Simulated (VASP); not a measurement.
# PbS (Fm-3m) in VASP: single point with PBE0

Aim: the single point of PbS with PBE0.

Everything below comes from runs of VASP 6.6.1. Logs are shortened: lines on timing, memory, paths and dates and some standing lists are left out, and cuts for length are marked.

## Step 1: The cell of the first run

Symmetry: Fm-3m, No. 225, cubic system. The conventional cell has a = 5.941 Å, b = 5.941 Å, c = 5.941 Å, α = 90.00°, β = 90.00°, γ = 90.00°. Within 3.9 Å of Pb (site symmetry m-3m) lie 6 S at 2.97 Å. Within 3.9 Å of S (site symmetry m-3m) lie 6 Pb at 2.97 Å.

## Step 2: Single point, PBE0

POSCAR

```
PbS
1.0
    0.0000000000      2.9705683257      2.9705683257
    2.9705683257      0.0000000000      2.9705683257
    2.9705683257      2.9705683257      0.0000000000
Pb S
1 1
Direct
    0.0000000000      0.0000000000      0.0000000000
    0.5000000000      0.5000000000      0.5000000000
```

INCAR.step1

```
PREC = Accurate
ENCUT = 520
EDIFF = 1E-5
ISMEAR = 0
SIGMA = 0.01
LREAL = False
LASPH = True
NELM = 80
ALGO = Normal
ISIF = 2
LWAVE = True
LCHARG = False
NBANDS = 17
GGA = PE
```

INCAR.step2

```
PREC = Accurate
ENCUT = 520
EDIFF = 1E-7
ISMEAR = 0
SIGMA = 0.01
LREAL = False
LASPH = True
NELM = 80
ALGO = Normal
ISIF = 2
LWAVE = False
LCHARG = False
GGA = PE
LHFCALC = True
AEXX = 0.25
PRECFOCK = Normal
NBANDS = 17
ISTART = 1
```

KPOINTS

```
Automatic mesh
0
Gamma
  6 6 6
```

Potentials or basis: VASP PAW PBE potentials, release 64 (Pb_d, S).

Run with:

```sh
> cat potpaw_PBE.64/Pb_d/POTCAR potpaw_PBE.64/S/POTCAR > POTCAR
> cp INCAR.step1 INCAR
> mpirun -np 1 vasp_std > vasp.out
> cp INCAR.step2 INCAR
> mpirun -np 1 vasp_std > vasp.out
```

OUTCAR:

```text
PREC = Accurate
   ENCUT = 520
   EDIFF = 1E-7
   ISMEAR = 0
   LREAL = False
   LASPH = True
   NELM = 80
   ISIF = 2
   GGA = PE
   LHFCALC = True
   AEXX = 0.25
   PRECFOCK = Normal
   ISTART = 1

 ion  position               nearest neighbor table
   1  0.000  0.000  0.000-   2 2.97   2 2.97   2 2.97   2 2.97   2 2.97   2 2.97
   2  0.500  0.500  0.500-   1 2.97   1 2.97   1 2.97   1 2.97   1 2.97   1 2.97

  LATTYP: Found a face centered cubic cell.
 ALAT       =     5.9411366514

  Lattice vectors:

 A1 = (   0.0000000000,   2.9705683257,   2.9705683257)
 A2 = (   2.9705683257,   0.0000000000,   2.9705683257)
 A3 = (   2.9705683257,   2.9705683257,   0.0000000000)

Analysis of symmetry for initial positions (statically):
=====================================================================
 Subroutine PRICEL returns:
 Original cell was already a primitive cell.

 Routine SETGRP: Setting up the symmetry group for a
 face centered cubic supercell.

 Subroutine GETGRP returns: Found 48 space group operations
 (whereof 48 operations were pure point group operations)
 out of a pool of 48 trial point group operations.

The static configuration has the point symmetry O_h .

Analysis of symmetry for dynamics (positions and initial velocities):
=====================================================================
 Subroutine PRICEL returns:
 Original cell was already a primitive cell.

 Routine SETGRP: Setting up the symmetry group for a
 face centered cubic supercell.

 Subroutine GETGRP returns: Found 48 space group operations
 (whereof 48 operations were pure point group operations)
 out of a pool of 48 trial point group operations.

The dynamic configuration has the point symmetry O_h .

 Subroutine INISYM returns: Found 48 space group operations
 (whereof 48 operations are pure point group operations),
 and found     1 'primitive' translations

----------------------------------------------------------------------------------------

                                     Primitive cell

  volume of cell :      52.4262

  direct lattice vectors                    reciprocal lattice vectors
     0.000000000  2.970568326  2.970568326    -0.168317960  0.168317960  0.168317960
     2.970568326  0.000000000  2.970568326     0.168317960 -0.168317960  0.168317960
     2.970568326  2.970568326  0.000000000     0.168317960  0.168317960 -0.168317960

  length of vectors
     4.201018014  4.201018014  4.201018014     0.291535258  0.291535258  0.291535258

  position of ions in fractional coordinates (direct lattice)
     0.000000000  0.000000000  0.000000000
     0.500000000  0.500000000  0.500000000

  ion indices of the primitive-cell ions
   primitive index   ion index
                 1           1
                 2           2

----------------------------------------------------------------------------------------

 KPOINTS: Automatic mesh

Automatic generation of k-mesh.
 Grid dimensions read from file:
 generate k-points for:    6    6    6

 Generating k-lattice:

  Cartesian coordinates                     Fractional coordinates (reciprocal lattice)
    -0.028052993  0.028052993  0.028052993     0.166666667  0.000000000  0.000000000
     0.028052993 -0.028052993  0.028052993     0.000000000  0.166666667  0.000000000
     0.028052993  0.028052993 -0.028052993     0.000000000  0.000000000  0.166666667

  Length of vectors
     0.048589210  0.048589210  0.048589210

  Shift w.r.t. Gamma in fractional coordinates (k-lattice)
     0.000000000  0.000000000  0.000000000

 Subroutine IBZKPT returns following result:
 ===========================================

 Found     16 irreducible k-points:

 Following reciprocal coordinates:
            Coordinates               Weight
  0.000000  0.000000  0.000000      1.000000
  0.166667  0.000000  0.000000      8.000000
  0.333333  0.000000  0.000000      8.000000
  0.500000  0.000000  0.000000      4.000000
  0.166667  0.166667  0.000000      6.000000
  0.333333  0.166667  0.000000     24.000000
[... 8 lines left out ...]
 -0.333333  0.333333  0.166667     24.000000
 -0.333333  0.500000  0.166667     12.000000
   k-points           NKPTS =     16   k-points in BZ     NKDIM =    216   number of bands    NBANDS=     17
   number of dos      NEDOS =    301   number of ions     NIONS =      2
   total plane-waves  NPLWV =  32768
   dimension x,y,z NGX =    32 NGY =   32 NGZ =   32
   dimension x,y,z NGXF=    64 NGYF=   64 NGZF=   64
   ions per type =               1   1
   NGX,Y,Z   is equivalent  to a cutoff of  12.66, 12.66, 12.66 a.u.
   NGXF,Y,Z  is equivalent  to a cutoff of  25.33, 25.33, 25.33 a.u.
 SYSTEM =  unknown system
   PREC   = accura    normal or accurate (medium, high low for compatibility)
   ISTART =      1    job   : 0-new  1-cont  2-samecut
   ICHARG =      0    charge: 1-file 2-atom 10-const
   ISPIN  =      1    spin polarized calculation?
   LNONCOLLINEAR =      F non collinear calculations
   LSORBIT =      F    spin-orbit coupling
   LASPH  =      T    aspherical Exc in radial PAW
   ENCUT  =  520.0 eV  38.22 Ry    6.18 a.u.   7.81  7.81  7.81*2*pi/ulx,y,z
   NELM   =     80;   NELMIN=  2; NELMDL=  0     # of ELM steps
   EDIFF  = 0.1E-06   stopping-criterion for ELM
   LREAL  =      F    real-space projection
   EDIFFG = 0.1E-05   stopping-criterion for IOM
   NSW    =      0    number of steps for IOM
   IBRION =     -1    ionic relax: 0-MD 1-quasi-New 2-CG
   NFREE  =      0    steps in history (QN), initial steepest desc. (CG)
   ISIF   =      2    stress and relaxation
   ISYM   =      3    0-nonsym 1-usesym 2-fastsym
   POTIM  = 0.5000    time-step for ionic-motion
   TEBEG  =    0.0;   TEEND  =   0.0 temperature during run
   PSTRESS=    0.0 pullay stress
   NELECT =      20.0000    total number of electrons
   NUPDOWN=      -1.0000    fix difference up-down
   EMIN   =  10.00;   EMAX   =-10.00  energy-range for DOS
   EFERMI =   0.00;   METHOD = LEGACY
   ISMEAR =     0;   SIGMA  =   0.01  broadening in eV -4-tet -1-fermi 0-gaus
   EFERMI_NEDOS =   21; number of points for ismear=-14 and -15
   IALGO  =     38    algorithm
   IMIX   =      1    mixing-type and parameters
     AMIX     =   0.40;   BMIX     =  1.00
     AMIX_MAG =   1.60;   BMIX_MAG =  1.00
  volume/ion in A,a.u.               =      26.21       176.89
  Fermi-wavevector in a.u.,A,eV,Ry     =   1.187322  2.243714 19.180598  1.409734
  Thomas-Fermi vector in A             =   2.323476
   LORBIT       =      0    0 simple, 1 ext, 2 COOP (PROOUT), +10 PAW based schemes
   GGA     = PE    functional components
   LHFCALC =     T    Hartree Fock is set to
   PRECFOCK=normal    Normal, Fast or Accurate (Low or Medium for compatibility)
   ENCUT4O =  -1.0   cutoff for four orbital integrals eV
   NKREDX  =     1    reduce k-point grid by
   NKREDY  =     1    reduce k-point grid by
   NKREDZ  =     1    reduce k-point grid by
   AEXX    =    0.2500 exact exchange contribution
   HFSCREEN=    0.0000 screening length (either q_TF or 0.3 A-1)
   HFSCREENC=   0.0000 screening length for correlation (either q_TF or 0.3 A-1)
   ENCUTFOCK=  -1.0 apply spherical cutoff to Coloumb kernel
   IVDW    =     0    specifies the selected vdW correction
   LEPSILON=     F    determine dielectric tensor
   LRPA    =     F    only Hartree local field effects (RPA)
 non-spin polarized calculation
 Gauss-broadening in eV      SIGMA  =   0.01
  energy-cutoff  :      520.00
  volume of cell :       52.43
 maximum number of plane-waves:      1428
  NGX = 24; NGY = 24; NGZ = 24

 number of electron      19.9999999 magnetization

 Free energy of the ion-electron system (eV)
  ---------------------------------------------------
  ext. energy  EPLUGINS =         0.00000000
  ---------------------------------------------------
  free energy    TOTEN  =       -11.43026601 eV

  energy without entropy =      -11.43026601  energy(sigma->0) =      -11.43026601

 E-fermi :   5.2253     XC(G=0):  -7.6398

 val. band max:        5.1682350949   @ k =   0.5000   0.0000   0.0000
 cond. band min:       6.5881728940   @ k =   0.5000   0.0000   0.0000
 fundamental gap:      1.4199377991
 Fermi energy:         5.2252917551

 k-point     1 :       0.0000    0.0000    0.0000
  band No.  band energies     occupation
      1     -13.5209      2.00000
      2     -13.5209      2.00000
      3     -13.5209      2.00000
      4     -13.5175      2.00000
      5     -13.5175      2.00000
      6     -10.0522      2.00000
[... 9 lines left out ...]
     16      13.2770      0.00000
     17      15.1664      0.00000

 k-point     2 :       0.1667    0.0000    0.0000
  band No.  band energies     occupation
      1     -13.5271      2.00000
      2     -13.5271      2.00000
      3     -13.5200      2.00000
      4     -13.5091      2.00000
      5     -13.5091      2.00000
      6      -9.8024      2.00000
[... 9 lines left out ...]
     16      13.9332      0.00000
     17      17.1372      0.00000

 k-point     3 :       0.3333    0.0000    0.0000
  band No.  band energies     occupation
      1     -13.5446      2.00000
      2     -13.5446      2.00000
      3     -13.5191      2.00000
      4     -13.4869      2.00000
      5     -13.4869      2.00000
      6      -9.1747      2.00000
[... 9 lines left out ...]
     16      15.4468      0.00000
     17      19.0896      0.00000

 k-point     4 :       0.5000    0.0000    0.0000
  band No.  band energies     occupation
      1     -13.5533      2.00000
      2     -13.5533      2.00000
      3     -13.5191      2.00000
      4     -13.4758      2.00000
      5     -13.4758      2.00000
      6      -8.7425      2.00000
[... 9 lines left out ...]
     16      16.9716      0.00000
     17      17.3470      0.00000
[... 183 lines left out ...]
      1     -13.6053      2.00000
      2     -13.5232      2.00000
      3     -13.5222      2.00000
      4     -13.4838      2.00000
      5     -13.4777      2.00000
      6      -8.6759      2.00000
[... 9 lines left out ...]
     16      17.4387      0.00000
     17      17.7675      0.00000

 k-point    15 :      -0.3333    0.3333    0.1667
  band No.  band energies     occupation
      1     -13.6167      2.00000
      2     -13.5284      2.00000
      3     -13.5047      2.00000
      4     -13.4997      2.00000
      5     -13.4689      2.00000
      6      -8.3652      2.00000
[... 9 lines left out ...]
     16      18.2969      0.00000
     17      18.6099      0.00000

 k-point    16 :      -0.3333    0.5000    0.1667
  band No.  band energies     occupation
      1     -13.6529      2.00000
      2     -13.5260      2.00000
      3     -13.5112      2.00000
      4     -13.4837      2.00000
      5     -13.4616      2.00000
      6      -8.2368      2.00000
[... 9 lines left out ...]
     16      18.7434      0.00000
     17      19.2403      0.00000

------------------------ aborting loop because EDIFF is reached ----------------------------------------

  FORCE on cell =-STRESS in cart. coord.  units (eV):
  Direction    XX          YY          ZZ          XY          YZ          ZX
  --------------------------------------------------------------------------------------
  -------------------------------------------------------------------------------------
  Total        0.2292068      0.2292068      0.2292068      0.0000000     -0.0000000     -0.0000000
  in kB        7.0046974      7.0046974      7.0046974      0.0000000     -0.0000000     -0.0000000
  external PRESSURE =       7.0046974 kB  Pullay stress =       0.0000000 kB

 VOLUME and BASIS-vectors are now :
 -----------------------------------------------------------------------------
  energy-cutoff  :      520.00
  volume of cell :       52.43
      direct lattice vectors                 reciprocal lattice vectors
     0.000000000  2.970568326  2.970568326    -0.168317960  0.168317960  0.168317960
     2.970568326  0.000000000  2.970568326     0.168317960 -0.168317960  0.168317960
     2.970568326  2.970568326  0.000000000     0.168317960  0.168317960 -0.168317960

 POSITION                                       TOTAL-FORCE (eV/Angst)
 -----------------------------------------------------------------------------------
      0.00000      0.00000      0.00000        -0.000000     -0.000000      0.000000
      2.97057      2.97057      2.97057         0.000000      0.000000      0.000000
 -----------------------------------------------------------------------------------
    total drift:                               -0.000000      0.000000      0.000000

  FREE ENERGIE OF THE ION-ELECTRON SYSTEM (eV)
  ---------------------------------------------------
  free  energy   TOTEN  =       -11.4302660063 eV

  energy  without entropy=      -11.4302660063  energy(sigma->0) =      -11.43026601
```

It took 89 min on 1 thread of Oxide Virtual Turin-like, shared host; peak memory 0.18 GiB.

Results:

- Free energy: -11.4303 eV
- Pressure: 0.7 GPa
- Band gap on the k mesh: 1.42 eV

Caveat: the PAW data sets were made with another functional, which shifts forces and pressure a little; spin-orbit coupling is left out, which moves the levels of the heavy elements. A k mesh can miss the band edges.
